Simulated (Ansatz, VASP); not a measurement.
This is a calculation of Pb for VASP 6.6.1.

File INCAR:

```
ALGO = Fast ; EDIFF = 1E-6
ENCUT = 520 ; GGA = RP
ISIF = 2 ; ISMEAR = -1
IVDW = 13 ; LASPH = T
LCHARG = F ; LREAL = F
LWAVE = F ; NBANDS = 13
NELM = 80 ; PREC = Accurate
SIGMA = 0.05
```

KPOINTS

```
k-points
0
Gamma
  9 9 9
```

The input POSCAR:

```
Pb
1.0
    0.0000000000      2.5235621278      2.5235621278
    2.5235621278      0.0000000000      2.5235621278
    2.5235621278      2.5235621278      0.0000000000
Pb
1
Direct
    0.0000000000      0.0000000000      0.0000000000
```

Potentials or basis: VASP PAW PBE potentials, release 64 (Pb_d).

The run is started by

```sh
$ cat potpaw_PBE.64/Pb_d/POTCAR > POTCAR
$ mpirun -np 1 vasp_std > vasp.out
```

Q: Translate it to Ansatz 0.2.0. Potentials there: Ansatz PAW.

A: As run (the cutoff follows the program's own potentials):

The input input.yaml:

```yaml
crystal:
  lattice:
    - [0.0, 2.5235621278, 2.5235621278]
    - [2.5235621278, 0.0, 2.5235621278]
    - [2.5235621278, 2.5235621278, 0.0]
  atoms:
    - { symbol: Pb, position: [0.0, 0.0, 0.0] }
hamiltonian:
  xc: rpbe
  pseudopotentials: { kind: paw }
  dispersion: d4
kpoints:
  mp_grid: { grid: [9, 9, 9] }
scf:
  occupations: { method: fermi_dirac, width: 0.05 }
output:
  forces: true
  stress: true
  eigenvalues: true
```

Potentials or basis: Ansatz PAW.

Run with:

```console
$ ansatz run input.yaml --threads 2 --pin off --max-ram 5120MiB --backend cpu --events-out ev --progress --plain --runs-dir out
```

Both were run:

|  | VASP | Ansatz | Ansatz less VASP |
| --- | --- | --- | --- |
| gap on the k mesh at the Fermi level (eV) | none | none | - |
| pressure (GPa) | -2.0 | -2.0 | -0.02 |

VASP's potentials were made for PBE, not for RPBE. A gap of «none» marks a metal or a gap that the smearing closes.

Neither program's run includes spin-orbit coupling.
